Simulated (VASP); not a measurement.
A run of VASP 6.6.1:

The input INCAR:

```
SYSTEM = H
ALGO = Normal
EDIFF = 1E-7
ENCUT = 520
GGA = PS
ISIF = 2
ISMEAR = 0
LASPH = .True.
LCHARG = .False.
LREAL = .False.
LWAVE = .False.
NBANDS = 6
NELM = 60
PREC = Accurate
SIGMA = 0.05
```

File KPOINTS:

```
k-points
0
Gamma
  10 10 26
  0 0 0
```

Contents of POSCAR:

```
H
1.0
    2.8616098380      0.0000000000      0.0000000000
    0.0000000000      2.8616098380      0.0000000000
    0.0000000000      0.0000000000      1.0197126368
H
1
Direct
    0.0000000000      0.0000000000      0.5000000000
```

Potentials or basis: VASP PAW PBE potentials, release 64 (H).

The run is started by

```console
$ cat potpaw_PBE.64/H/POTCAR > POTCAR
$ mpirun -np 1 vasp_std > vasp.out
```

Hardware: 1 thread of Intel Xeon 8259CL, with other jobs on the host.

Q: Estimate the wall time of this run.

A: It took 22 s on 1 thread of Intel Xeon 8259CL, on a shared host, peak memory 0.12 GiB. Counts: scf iterations 11, k points 294.
